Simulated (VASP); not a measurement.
# Bi (P4/mbm) in VASP: a series of runs, part 2 of 2

VASP 6.6.1.

## (3) Relaxation of cell and atoms, PBE

This run uses another cell than the first one, of 31.89 Å³/atom.

File INCAR:

```
SYSTEM = Bi
PREC = Accurate
ENCUT = 500
EDIFF = 1E-7
ISMEAR = 0
SIGMA = 0.1
LREAL = .FALSE.
LASPH = .TRUE.
NELM = 120
ALGO = Normal
ISIF = 3
LWAVE = .FALSE.
LCHARG = .FALSE.
GGA = PE
IBRION = 2
NSW = 90
EDIFFG = -0.04
GGA_COMPAT = .FALSE.
NELMIN = 4
```

File KPOINTS:

```
regular mesh
0
G
  2 2 6
  0 0 0
```

File POSCAR:

```
Bi
1.0
    8.0508242900      0.0000000000      0.0000000000
    0.0000000000      8.0508242900      0.0000000000
    0.0000000000      0.0000000000      2.9521124300
Bi
6
Direct
    0.1767953900      0.3232046100      0.0000000000
    0.3232046100      0.8232046100      0.0000000000
    0.8232046100      0.6767953900      0.0000000000
    0.6767953900      0.1767953900      0.0000000000
    0.0000000000      0.0000000000      0.0000000000
    0.5000000000      0.5000000000      0.0000000000
```

Potentials or basis: VASP PAW PBE potentials, release 64 (Bi_d).

Run with:

```console
$ cat potpaw_PBE.64/Bi_d/POTCAR > POTCAR
$ mpirun -np 1 vasp_std > vasp.out
```

Wall time 30 min (1 thread of AMD EPYC 7R13 (Zen 3), shared host); peak memory 0.29 GiB.

Results (log left out):

```
Free energy                           : -22.8560 eV
Relaxed volume                        : 38.04 Å³/atom
Relaxed cell                          : a = 8.383 Å, b = 8.383 Å, c = 3.248 Å, α = 90.00°, β = 90.00°, γ = 90.00°
Space group after relaxing (to 0.1 Å) : P4/mbm (No. 127)
Energy gained by relaxing             : 500.0 meV/atom
Ionic steps                           : 23
Pressure after relaxing               : 0.1 GPa
Largest force after relaxing          : 0.038 eV/Å
Band gap on the k mesh                : zero (bands 45 and 46 overlap by 3.49 eV)
```

Forces on the atoms (eV/Å):
```
Bi   0.027 -0.027  0.000
Bi  -0.027 -0.027  0.000
Bi  -0.027  0.027  0.000
Bi   0.027  0.027  0.000
Bi   0.000  0.000  0.000
Bi   0.000  0.000  0.000
```

The path:
```csv
step,energy change (eV),largest force (eV/Å),pressure (GPa),volume (Å³)
1,0.0000,1.0209,14.43,191.34
2,-1.0550,0.2576,-4.58,282.29
3,-1.8297,0.5185,-0.05,238.90
4,-1.8298,0.5263,0.13,237.88
5,-1.9056,0.3983,-0.02,240.69
6,-1.9074,0.4129,-0.01,240.37
7,-1.9490,0.4154,-0.27,241.05
8,-2.0670,0.4288,-1.00,243.09
9,-2.2950,0.5470,-2.29,247.18
10,-2.6809,0.0234,-3.48,255.39
11,-2.6617,0.3704,-3.44,253.46
12,-2.6857,0.1736,-3.49,254.67
13,-2.6990,0.1275,-3.43,254.28
14,-2.7283,0.0304,-3.23,253.12
15,-2.7295,0.4267,-2.71,250.81
16,-2.7394,0.2111,-2.99,251.99
17,-2.7602,0.2045,-2.89,250.96
18,-2.8177,0.1830,-2.56,247.87
19,-2.9089,0.1359,-1.83,241.78
20,-2.9844,0.0287,-0.05,229.89
21,-2.9922,0.0314,0.01,229.40
22,-2.9998,0.0373,0.11,228.36
23,-2.9999,0.0377,0.12,228.27
```

Final structure:
```
Bi
1.0
     8.38276    0.00000    0.00000
     0.00000    8.38276    0.00000
     0.00000    0.00000    3.24840
Bi
6
Direct
  0.13163 0.36837 0.00000
  0.36837 0.86837 0.00000
  0.86837 0.63163 0.00000
  0.63163 0.13163 0.00000
  0.00000 0.00000 0.00000
  0.50000 0.50000 0.00000
```

Levels at points of the mesh, in eV from the Fermi level:
```tsv
k point	band 43	band 44	band 45	band 46	band 47	band 48
(0.00, 0.00, 0.00)	-0.69	-0.21	1.65	1.65	2.26	2.26
(0.50, 0.00, 0.00)	0.17	0.17	1.19	1.19	2.68	2.68
(0.50, 0.50, 0.00)	0.13	0.13	0.82	0.82	3.54	3.54
(0.00, 0.00, 0.50)	-2.38	-2.38	-1.44	-0.31	0.53	0.53
(0.50, 0.00, 0.50)	-2.07	-2.07	-1.27	-1.27	-0.16	-0.16
(0.50, 0.50, 0.50)	-1.87	-1.87	-1.85	-1.85	0.14	0.14
```

Caveat: the k points lie up to 0.37 Å⁻¹ apart in the final cell, too coarse for converged energies and pressures of a metal; the volume moved by over 15 % at a fixed basis, so the end points are rough; spin-orbit coupling is left out, which moves the levels of the heavy elements.

## (4) Single point, PBE

File INCAR:

```
SYSTEM = Bi
PREC = Accurate
ENCUT = 500
EDIFF = 1E-6
ISMEAR = 0
SIGMA = 0.1
LREAL = .FALSE.
LASPH = .TRUE.
NELM = 120
ALGO = Normal
ISIF = 2
LWAVE = .FALSE.
LCHARG = .FALSE.
GGA = PE
NBANDS = 54
GGA_COMPAT = .FALSE.
```

File KPOINTS:

```
regular mesh
0
G
  6 6 12
  0 0 0
```

File POSCAR:

```
Bi
1.0
    8.3137396408      0.0000000000      0.0000000000
    0.0000000000      8.3137396408      0.0000000000
    0.0000000000      0.0000000000      3.3004043943
Bi
6
Direct
    0.1310189200      0.3689810800      0.0000000000
    0.3689810800      0.8689810800      0.0000000000
    0.8689810800      0.6310189200      0.0000000000
    0.6310189200      0.1310189200      0.0000000000
    0.0000000000      0.0000000000      0.0000000000
    0.5000000000      0.5000000000      0.0000000000
```

Potentials or basis: VASP PAW PBE potentials, release 64 (Bi_d).

Run with:

```console
$ cat potpaw_PBE.64/Bi_d/POTCAR > POTCAR
$ mpirun -np 1 vasp_std > vasp.out
```

OUTCAR:

```text
SYSTEM = Bi
   PREC = Accurate
   ENCUT = 500
   EDIFF = 1E-6
   ISMEAR = 0
   LREAL = .FALSE.
   LASPH = .TRUE.
   NELM = 120
   ISIF = 2
   GGA = PE

 ion  position               nearest neighbor table
   1  0.131  0.369  0.000-   3 3.08   5 3.26   6 3.26
   2  0.369  0.869  0.000-   4 3.08   5 3.26   6 3.26
   3  0.869  0.631  0.000-   1 3.08   5 3.26   6 3.26
   4  0.631  0.131  0.000-   2 3.08   5 3.26   6 3.26
   5  0.000  0.000  0.000-   1 3.26   2 3.26   3 3.26   4 3.26
   6  0.500  0.500  0.000-   1 3.26   2 3.26   3 3.26   4 3.26

[... 1577 lines left out ...]
  -------------------------------------------------------------------------------------
  Total       -0.0982738     -0.0982738     -0.1241930      0.0000000      0.0000000     -0.0000000
  in kB       -0.6902214     -0.6902214     -0.8722635      0.0000000      0.0000000     -0.0000000
  external PRESSURE =      -0.7509021 kB  Pullay stress =       0.0000000 kB

 VOLUME and BASIS-vectors are now :
 -----------------------------------------------------------------------------
  energy-cutoff  :      500.00
  volume of cell :      228.12
      direct lattice vectors                 reciprocal lattice vectors
     8.313739641  0.000000000  0.000000000     0.120282814  0.000000000  0.000000000
     0.000000000  8.313739641  0.000000000     0.000000000  0.120282814  0.000000000
     0.000000000  0.000000000  3.300404394     0.000000000  0.000000000  0.302993173

 POSITION                                       TOTAL-FORCE (eV/Angst)
 -----------------------------------------------------------------------------------
      1.08926      3.06761      0.00000        -0.006234      0.006234     -0.000000
      3.06761      7.22448      0.00000         0.006234      0.006234      0.000000
      7.22448      5.24613      0.00000         0.006234     -0.006234      0.000000
      5.24613      1.08926      0.00000        -0.006234     -0.006234      0.000000
      0.00000      0.00000      0.00000         0.000000      0.000000      0.000000
      4.15687      4.15687      0.00000         0.000000      0.000000      0.000000
 -----------------------------------------------------------------------------------
    total drift:                               -0.000000      0.000000      0.000000

  FREE ENERGIE OF THE ION-ELECTRON SYSTEM (eV)
  ---------------------------------------------------
  free  energy   TOTEN  =       -22.7366163736 eV

  energy  without entropy=      -22.7166062236  energy(sigma->0) =      -22.72661130
```

OSZICAR:

```text
N       E                     dE             d eps       ncg     rms          rms(c)
DAV:   1     0.110830856200E+04    0.11083E+04   -0.45053E+04  7560   0.191E+03
DAV:   2     0.117344520973E+03   -0.99096E+03   -0.97681E+03  7584   0.557E+02
DAV:   3    -0.150187493762E+02   -0.13236E+03   -0.12927E+03  8732   0.217E+02
DAV:   4    -0.223657616059E+02   -0.73470E+01   -0.72336E+01  8440   0.530E+01
DAV:   5    -0.227393462994E+02   -0.37358E+00   -0.37313E+00 10994   0.109E+01    0.158E+00
DAV:   6    -0.227347422806E+02    0.46040E-02   -0.97652E-02  9226   0.248E+00    0.963E-01
DAV:   7    -0.227359029978E+02   -0.11607E-02   -0.56612E-02  8540   0.181E+00    0.216E-01
DAV:   8    -0.227363687422E+02   -0.46574E-03   -0.65588E-03  8582   0.691E-01    0.650E-02
DAV:   9    -0.227365764171E+02   -0.20767E-03   -0.41523E-04 11462   0.200E-01    0.247E-02
DAV:  10    -0.227366117275E+02   -0.35310E-04   -0.85242E-05 10358   0.619E-02    0.656E-03
DAV:  11    -0.227366154932E+02   -0.37657E-05   -0.13113E-05  9528   0.493E-02    0.346E-03
DAV:  12    -0.227366163736E+02   -0.88038E-06   -0.31396E-06  5982   0.147E-02
   1 F= -.22736616E+02 E0= -.22726611E+02  d E =-.200101E-01
```

stdout:

```text
POSCAR found type information on POSCAR Bi
 POSCAR found :  1 types and       6 ions
 scaLAPACK will be used
 LDA part: xc-table for (Slater+PW92), standard interpolation
 POSCAR, INCAR and KPOINTS ok, starting setup
 FFT: planning ... GRIDC
 FFT: planning ... GRID_SOFT
 FFT: planning ... GRID
 WAVECAR not read
 entering main loop
```

Run time: 8.9 min. Hardware: 1 thread of AMD EPYC 7R13 (Zen 3), shared host; peak memory 0.62 GiB.

Results:

```
Free energy            : -22.7366 eV
Pressure               : -0.1 GPa
Largest force          : 0.009 eV/Å
Band gap on the k mesh : zero (bands 45 and 46 overlap by 3.74 eV)
```

Forces in eV/Å, atoms in the order of the input:
```
Bi  -0.006  0.006  0.000
Bi   0.006  0.006  0.000
Bi   0.006 -0.006  0.000
Bi  -0.006 -0.006  0.000
Bi   0.000  0.000  0.000
Bi   0.000  0.000  0.000
```

Caveat: spin-orbit coupling is left out, which moves the levels of the heavy elements.

## (5) Summary

```tsv
task	cell	k mesh	gap on the mesh (eV)	pressure (GPa)	largest force (eV/Å)
single point	a = 8.379, b = 8.379, c = 3.250 Å, 6 atoms, atomic positions A	2 × 2 × 6	none	0.1	0.01
relaxation of cell and atoms	relaxed from a = 8.051, b = 8.051, c = 2.952 Å, 6 atoms, atomic positions B	2 × 2 × 6	none	0.1	0.04
single point	a = 8.314, b = 8.314, c = 3.300 Å, 6 atoms, atomic positions C	6 × 6 × 12	none	-0.1	0.01
```

Alike in all rows: level PBE; potentials or basis VASP PAW PBE potentials, release 64 (Bi_d); no spin polarisation; cutoff (eV) 500; smearing gaussian 0.1 eV.

Caveats: some runs use coarse meshes; spin-orbit coupling is left out, which moves the levels of the heavy elements; the volume moved by over 15 % at a fixed basis, so the end points are rough (at least some runs).

Absolute energies hang on the potentials; compare differences alone.
